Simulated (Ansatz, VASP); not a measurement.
**SnO2: VASP beside Ansatz**

```
Sn O
1.0
     4.73800    0.00000    0.00000
     0.00000    4.73800    0.00000
     0.00000    0.00000    3.18650
Sn O
2 4
Direct
  0.50000 0.50000 0.50000
  0.00000 0.00000 0.00000
  0.80710 0.19290 0.50000
  0.69290 0.69290 0.00000
  0.19290 0.80710 0.50000
  0.30710 0.30710 0.00000
```

Alike in both runs: task relaxation of cell and atoms; functional BLYP; k mesh 6 × 6 × 8; occupations fermi-dirac, width 0.05 eV; no spin polarisation.

```csv
,VASP,Ansatz
version,VASP 6.6.1,Ansatz 0.2.0
potentials or method,"VASP PAW PBE potentials, release 64 (Sn_d, O)",Ansatz PAW
plane-wave cutoff (eV),600,420
valence electrons in the cell,52,52
```

Ansatz gave:

* relaxed volume (Å³/atom): 12.96
* relaxed length of the cell vector where the two differ most in proportion (Å): 3.266

**Question.** What did VASP give for the same quantities?

**Answer.** Relaxed volume (Å³/atom): 13.01; relaxed length of the cell vector where the two differ most in proportion (Å): 3.273.

VASP's potentials were made for PBE, not for BLYP.

Noted on Ansatz's run: the plane-wave basis is chosen anew once the cell has moved, so the energies of steps on either side of that aren't comparable.
